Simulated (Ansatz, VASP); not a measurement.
# Two plane-wave programs on Sn

```xyz
4
Lattice="5.4537 0.0000 0.0000 0.0000 5.4537 0.0000 0.0000 0.0000 4.2105" Properties=species:S:1:pos:R:3 pbc="T T T"
Sn    1.8460    0.0000    3.1579
Sn    3.6077    0.0000    1.0526
Sn    0.0000    1.8460    0.0000
Sn    0.0000    3.6077    2.1052
```

Alike in both runs: task single point; functional PBE; k mesh 4 × 4 × 4; occupations gaussian, width 0.1 eV; no spin polarisation.

```csv
,VASP,Ansatz
version,VASP 6.6.1,Ansatz 0.2.0
potentials or method,"VASP PAW PBE potentials, release 64 (Sn_d), cutoff 520 eV","scalar-relativistic, plane waves, PAW"
valence electrons in the cell,56,56
```

Ansatz gave:

* gap on the k mesh at the Fermi level (eV): none
* pressure (GPa): 7.3
* traceless stress, the component that is largest in VASP (GPa): 3.41
* rms of the force components (eV/Å): 0.090

Problem. Which values does VASP return?

Solution. gap on the k mesh at the Fermi level (eV): none; pressure (GPa): 7.2; traceless stress, the component that is largest in VASP (GPa): 3.41; rms of the force components (eV/Å): 0.090.

Atom by atom the forces differ by 0.001 eV/Å (rms over components). A gap of «none» marks a metal or a gap that the smearing closes.

The k mesh is coarse, so the values compare programs but aren't converged.
